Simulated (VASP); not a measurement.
A run of VASP 6.6.1:

The input INCAR:

```
PREC = Accurate
ENCUT = 520
EDIFF = 1E-6
ISMEAR = -1
SIGMA = 0.05
LREAL = False
LASPH = True
NELM = 100
ALGO = Fast
ISIF = 2
LWAVE = False
LCHARG = False
GGA = PS
IVDW = 12
NBANDS = 9
```

KPOINTS

```
regular mesh
0
Gamma
  10 10 5
```

The input POSCAR:

```
Mg
1.0
    3.2722434310      0.0000000000      0.0000000000
   -1.6361217155      2.8338459386      0.0000000000
    0.0000000000      0.0000000000      5.3124886887
Mg
2
Direct
    0.6666666667      0.3333333333      0.7500000000
    0.3333333333      0.6666666667      0.2500000000
```

Potentials or basis: VASP PAW PBE potentials, release 64 (Mg).

The run is started by

```console
$ cat potpaw_PBE.64/Mg/POTCAR > POTCAR
$ mpirun -np 1 vasp_std > vasp.out
```

Hardware: 1 thread of Intel Xeon 6975P-C (shared host).

Problem. Estimate the wall time of this run.

Solution. Run time: 6.5 s on 1 thread of Intel Xeon 6975P-C, with other jobs on the host, peak memory 0.17 GiB. Counts: scf iterations 9, k points 42.
